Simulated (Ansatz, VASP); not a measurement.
## TlBr in VASP and in Ansatz

INCAR

```
SYSTEM = TlBr
PREC = Accurate ; ENCUT = 500
EDIFF = 1E-6 ; ISMEAR = -1
SIGMA = 0.03 ; LREAL = .FALSE.
LASPH = .TRUE. ; NELM = 120
ALGO = Normal ; ISIF = 2
LWAVE = .FALSE. ; LCHARG = .FALSE.
NBANDS = 17 ; GGA_COMPAT = .FALSE.
```

KPOINTS

```
regular mesh
0
G
  8 8 8
  0 0 0
```

Contents of POSCAR:

```
TlBr
1.0
    3.9700000000      0.0000000000      0.0000000000
    0.0000000000      3.9700000000      0.0000000000
    0.0000000000      0.0000000000      3.9700000000
Tl Br
1 1
Direct
    0.0000000000      0.0000000000      0.0000000000
    0.5000000000      0.5000000000      0.5000000000
```

Input for Ansatz:

```yaml
crystal:
  lattice:
    - [3.97, 0.0, 0.0]
    - [0.0, 3.97, 0.0]
    - [0.0, 0.0, 3.97]
  atoms:
    - { symbol: Tl, position: [0.0, 0.0, 0.0] }
    - { symbol: Br, position: [0.5, 0.5, 0.5] }
kpoints:
  mp_grid: { grid: [8, 8, 8] }
  band_path:
    path:
      - [0.0, 0.0, 0.0]
      - [0.0, 0.5, 0.0]
      - [0.5, 0.5, 0.0]
      - [0.0, 0.0, 0.0]
      - [0.5, 0.5, 0.5]
      - [0.0, 0.5, 0.0]
      - [0.5, 0.5, 0.5]
      - [0.5, 0.5, 0.0]
    npoints: 5
scf:
  occupations: { method: fermi_dirac, width: 0.03 }
hamiltonian:
  xc: lda
  pseudopotentials: { kind: all_electron, lapw: { basis_error: 0.001 } }
output:
  forces: true
  stress: true
  eigenvalues: true
```

Alike in both runs: task single point; functional LDA; k mesh 8 × 8 × 8; occupations fermi-dirac, width 0.03 eV; no spin polarisation.

|  | VASP | Ansatz |
| --- | --- | --- |
| version | VASP 6.6.1 | Ansatz 0.2.0 |
| potentials or method | VASP PAW LDA potentials, release 64 (Tl_d, Br), cutoff 500 eV | all-electron LAPW, scalar-relativistic |

|  | VASP | Ansatz | Ansatz less VASP |
| --- | --- | --- | --- |
| gap on the k mesh at the Fermi level (eV) | 1.63 | 1.65 | +0.019 |
| pressure (GPa) | -2.6 | -2.6 | -0.02 |

LDA's correlation is that of Perdew and Zunger in VASP and of Perdew and Wang (1992) in Ansatz. Ansatz ran all-electron here, and VASP with PAW potentials.

Spin-orbit coupling is off throughout.
